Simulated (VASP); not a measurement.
Input of a VASP 6.6.1 run:

File INCAR:

```
SYSTEM = ZrB2
PREC = Accurate
ENCUT = 520
EDIFF = 1E-6
ISMEAR = 0
SIGMA = 0.15
LREAL = .False.
LASPH = .True.
NELM = 80
ALGO = Normal
ISIF = 2
LWAVE = .False.
LCHARG = .True.
GGA = CA
LELF = .True.
LVHAR = .True.
NBANDS = 16
```

Contents of KPOINTS:

```
Automatic mesh
0
Gamma
  15 15 12
  0 0 0
```

File POSCAR:

```
ZrB2
1.0
    3.0699000000      0.0000000000      0.0000000000
   -1.5349500000      2.6586113871      0.0000000000
    0.0000000000      0.0000000000      3.3145000000
Zr B
1 2
Direct
    0.0000000000      0.0000000000      0.0000000000
    0.3333333333      0.6666666667      0.5000000000
    0.6666666667      0.3333333333      0.5000000000
```

Potentials or basis: VASP PAW LDA potentials, release 64 (Zr_sv, B).

Command:

```sh
$ cat potpaw_LDA.64/Zr_sv/POTCAR potpaw_LDA.64/B/POTCAR > POTCAR
$ mpirun -np 1 vasp_std > vasp.out
```

Task: Predict the pressure.

Result: 29.2 GPa.

Task: What does it give for the band gap on the k mesh?

Result: Zero (bands 9 and 10 overlap by 0.87 eV).

Stress tensor (GPa, compression positive):
```
25.44  0.00  0.00
 0.00 25.44  0.00
 0.00  0.00 36.64
```

Caveat: the cell stands under pressure.
